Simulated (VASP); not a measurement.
# C (Fd-3m) in VASP: notebook, part 2 of 2

VASP 6.6.1. Earlier steps stand in the parts before.

## Step 4: Relaxation of cell and atoms, PBE

This run uses another cell than the first one, of 11.53 Å³/atom.

Contents of INCAR:

```
SYSTEM = C
  PREC = Accurate
  ENCUT = 600
  EDIFF = 1E-6
  ISMEAR = 0
  SIGMA = 0.1
  LREAL = .False.
  LASPH = .True.
  NELM = 80
  ALGO = Normal
  ISIF = 3
  LWAVE = .False.
  LCHARG = .False.
  GGA = PE
  IBRION = 2
  NSW = 80
  EDIFFG = -0.05
```

Contents of KPOINTS:

```
Automatic mesh
0
Gamma
  8 8 8
  0 0 0
```

Contents of POSCAR:

```
C
1.0
    0.0000000000      2.2589656651      2.2589656651
    2.2589656651      0.0000000000      2.2589656651
    2.2589656651      2.2589656651      0.0000000000
C
2
Direct
    0.0000000000      0.0000000000      0.0000000000
    0.2500000000      0.2500000000      0.2500000000
```

Potentials or basis: VASP PAW PBE potentials, release 64 (C).

Command:

```sh
> cat potpaw_PBE.64/C/POTCAR > POTCAR
> mpirun -np 1 vasp_std > vasp.out
```

OUTCAR:

```text
SYSTEM = C
   PREC = Accurate
   ENCUT = 600
   EDIFF = 1E-6
   ISMEAR = 0
   LREAL = .False.
   LASPH = .True.
   NELM = 80
   ISIF = 3
   GGA = PE
   IBRION = 2
   NSW = 80
   EDIFFG = -0.05

 ion  position               nearest neighbor table
   1  0.000  0.000  0.000-   2 1.96   2 1.96   2 1.96   2 1.96
   2  0.250  0.250  0.250-   1 1.96   1 1.96   1 1.96   1 1.96

  LATTYP: Found a face centered cubic cell.
 ALAT       =     4.5179313302

  Lattice vectors:

 A1 = (   0.0000000000,   2.2589656651,   2.2589656651)
 A2 = (   2.2589656651,   0.0000000000,   2.2589656651)
 A3 = (   2.2589656651,   2.2589656651,   0.0000000000)

Analysis of symmetry for initial positions (statically):
=====================================================================
 Subroutine PRICEL returns:
 Original cell was already a primitive cell.

 Routine SETGRP: Setting up the symmetry group for a
 face centered cubic supercell.

 Subroutine GETGRP returns: Found 48 space group operations
 (whereof 24 operations were pure point group operations)
 out of a pool of 48 trial point group operations.

The static configuration has the point symmetry T_d .
 The point group associated with its full space group is O_h .

Analysis of symmetry for dynamics (positions and initial velocities):
=====================================================================
 Subroutine PRICEL returns:
 Original cell was already a primitive cell.

[... 148 lines left out ...]
--------------------------------------- Ionic step        1  -------------------------------------------

 number of electron       8.0000000 magnetization

 Free energy of the ion-electron system (eV)
  ---------------------------------------------------
  ext. energy  EPLUGINS =         0.00000000
  ---------------------------------------------------
  free energy    TOTEN  =       -13.34037429 eV

  energy without entropy =      -13.34037429  energy(sigma->0) =      -13.34037429

 E-fermi :   2.3092     XC(G=0):  -9.9445

 val. band max:        1.8969214675   @ k =   0.0000   0.0000   0.0000
 cond. band min:       2.9069984024   @ k =   0.0000   0.0000   0.0000
 fundamental gap:      1.0100769349
 Fermi energy:         2.3091593288

 k-point     1 :       0.0000    0.0000    0.0000
  band No.  band energies     occupation
      1     -12.2370      2.00000
      2       1.8969      2.00000
      3       1.8969      2.00000
      4       1.8969      2.00000
      5       2.9070      0.00000
      6       5.5998      0.00000
      7       5.5998      0.00000
      8       5.5998      0.00000
[... 324 lines left out ...]
--------------------------------------- Ionic step        3  -------------------------------------------

 number of electron       8.0000000 magnetization

 Free energy of the ion-electron system (eV)
  ---------------------------------------------------
  ext. energy  EPLUGINS =         0.00000000
  ---------------------------------------------------
  free energy    TOTEN  =       -18.20998323 eV

  energy without entropy =      -18.20998323  energy(sigma->0) =      -18.20998323

 E-fermi :  10.1103     XC(G=0): -13.2244

 val. band max:        9.6492187901   @ k =   0.0000   0.0000   0.0000
 cond. band min:      13.7722991759   @ k =   0.3750   0.3750   0.0000
 fundamental gap:      4.1230803858
 Fermi energy:        10.1102791182

 k-point     1 :       0.0000    0.0000    0.0000
  band No.  band energies     occupation
      1     -11.7544      2.00000
      2       9.6492      2.00000
      3       9.6492      2.00000
      4       9.6492      2.00000
      5      15.2262      0.00000
      6      15.2262      0.00000
      7      15.2262      0.00000
      8      22.8625      0.00000
[... 282 lines left out ...]
  FREE ENERGIE OF THE ION-ELECTRON SYSTEM (eV)
  ---------------------------------------------------
  free  energy   TOTEN  =       -18.2099832336 eV

  energy  without entropy=      -18.2099832336  energy(sigma->0) =      -18.20998323

 reached required accuracy - stopping structural energy minimisation
```

Run time: 14 s. Hardware: 1 thread of Intel Xeon 8259CL, shared host; peak memory 0.15 GiB.

What came out:

| Item | Value |
| --- | --- |
| Free energy | -18.2100 eV |
| Relaxed volume | 5.70 Å³/atom |
| Relaxed cell | a = 2.526 Å, b = 2.526 Å, c = 2.526 Å, α = 60.00°, β = 60.00°, γ = 60.00° |
| Space group after relaxing (to 0.1 Å) | Fd-3m (No. 227) |
| Energy gained by relaxing | 2434.8 meV/atom |
| Ionic steps | 3 |
| Pressure after relaxing | -0.2 GPa |
| Band gap on the k mesh | 4.12 eV (least direct gap 5.58 eV) |

Step by step:
```tsv
step	energy change (eV)	largest force (eV/Å)	pressure (GPa)	volume (Å³)
1	0.0000	0.0000	-70.88	23.05
2	-4.5294	0.0000	80.33	9.88
3	-4.8696	0.0000	-0.17	11.40
```

Final structure:
```cif
data_structure
_symmetry_space_group_name_H-M 'P 1'
_symmetry_Int_Tables_number 1
_cell_length_a 2.5264
_cell_length_b 2.5264
_cell_length_c 2.5264
_cell_angle_alpha 60.000
_cell_angle_beta 60.000
_cell_angle_gamma 60.000
_cell_volume 11.40
loop_
_atom_site_label
_atom_site_type_symbol
_atom_site_fract_x
_atom_site_fract_y
_atom_site_fract_z
_atom_site_occupancy
C1 C 0.00000 0.00000 0.00000 1
C2 C 0.25000 0.25000 0.25000 1
```

Levels at points of the mesh, in eV from the valence-band top:
```csv
k point,band 2,band 3,band 4,band 5,band 6,band 7
"(0.00, 0.00, 0.00)",0.00,0.00,0.00,5.58,5.58,5.58
"(0.50, 0.00, 0.00)",-13.31,-2.79,-2.79,8.44,8.44,8.78
"(0.50, 0.50, 0.00)",-12.73,-6.27,-6.27,4.75,4.75,16.72
```

Caveat: the volume moved by over 15 % at a fixed basis, so the end points are rough. A k mesh can miss the band edges.

## Step 5: Relaxation of cell and atoms, PBE

Contents of INCAR:

```
SYSTEM = C
PREC = Accurate
ENCUT = 600
EDIFF = 1E-7
ISMEAR = 0
SIGMA = 0.02
LREAL = .False.
LASPH = .True.
NELM = 60
ALGO = Normal
ISIF = 3
LWAVE = .False.
LCHARG = .False.
GGA = PE
IBRION = 2
NSW = 80
EDIFFG = -0.01
```

Contents of KPOINTS:

```
Automatic mesh
0
Gamma
  12 12 12
  0 0 0
```

Contents of POSCAR:

```
C
1.0
    0.0000000000      1.7858179538      1.7858179538
    1.7858179538      0.0000000000      1.7858179538
    1.7858179538      1.7858179538      0.0000000000
C
2
Direct
    0.0000000000      0.0000000000      0.0000000000
    0.2500000000      0.2500000000      0.2500000000
```

Command:

```sh
> cat potpaw_PBE.64/C/POTCAR > POTCAR
> mpirun -np 1 vasp_std > vasp.out
```

Wall time 6.2 s (1 thread of Intel Xeon 8259CL, shared host); peak memory 0.12 GiB.

It converged, with:

```yaml
Free_energy: -18.1905 eV
Pressure_after_relaxing: 0.0 GPa
Band_gap_on_the_k_mesh: 4.14 eV (least direct gap 5.58 eV)
```

Final structure:
```cif
data_structure
_symmetry_space_group_name_H-M 'P 1'
_symmetry_Int_Tables_number 1
_cell_length_a 2.5255
_cell_length_b 2.5255
_cell_length_c 2.5255
_cell_angle_alpha 60.000
_cell_angle_beta 60.000
_cell_angle_gamma 60.000
_cell_volume 11.39
loop_
_atom_site_label
_atom_site_type_symbol
_atom_site_fract_x
_atom_site_fract_y
_atom_site_fract_z
_atom_site_occupancy
C1 C 0.00000 0.00000 0.00000 1
C2 C 0.25000 0.25000 0.25000 1
```

Levels at points of the mesh, in eV from the valence-band top:
```csv
k point,band 1,band 2,band 3,band 4,band 5,band 6,band 7,band 8
"(0.00, 0.00, 0.00)",-21.42,0.00,0.00,0.00,5.58,5.58,5.58,13.24
"(0.50, 0.00, 0.00)",-15.67,-13.33,-2.79,-2.79,8.44,8.44,8.79,15.66
"(0.50, 0.50, 0.00)",-12.74,-12.74,-6.27,-6.27,4.75,4.75,16.74,16.74
```

Caveat: the relaxation stopped at its first step, so nothing moved. A k mesh can miss the band edges.

## Step 6: Summary

| task | cell | k mesh | cutoff (eV) | smearing | gap on the mesh (eV) | pressure (GPa) |
| --- | --- | --- | --- | --- | --- | --- |
| single point | a = 2.526 Å, angles 60.0°, 2 atoms | 8 × 8 × 8 | 520 | gaussian 0.1 eV | 4.12 | 0.6 |
| single point | a = 2.526 Å, angles 60.0°, 2 atoms | 12 × 12 × 12 | 520 | gaussian 0.02 eV | 4.14 | 0.6 |
| relaxation of cell and atoms | relaxed from a = 3.195 Å, angles 60.0°, 2 atoms | 8 × 8 × 8 | 600 | gaussian 0.1 eV | 4.12 | -0.2 |
| relaxation of cell and atoms | relaxed from a = 2.526 Å, angles 60.0°, 2 atoms | 12 × 12 × 12 | 600 | gaussian 0.02 eV | 4.14 | 0.0 |

Alike in all rows: level PBE; potentials or basis VASP PAW PBE potentials, release 64 (C); no spin polarisation.

Caveats: the volume moved by over 15 % at a fixed basis, so the end points are rough (at least some runs); the relaxation stopped at its first step, so nothing moved (at least some runs).

Absolute energies hang on the potentials; compare differences alone.
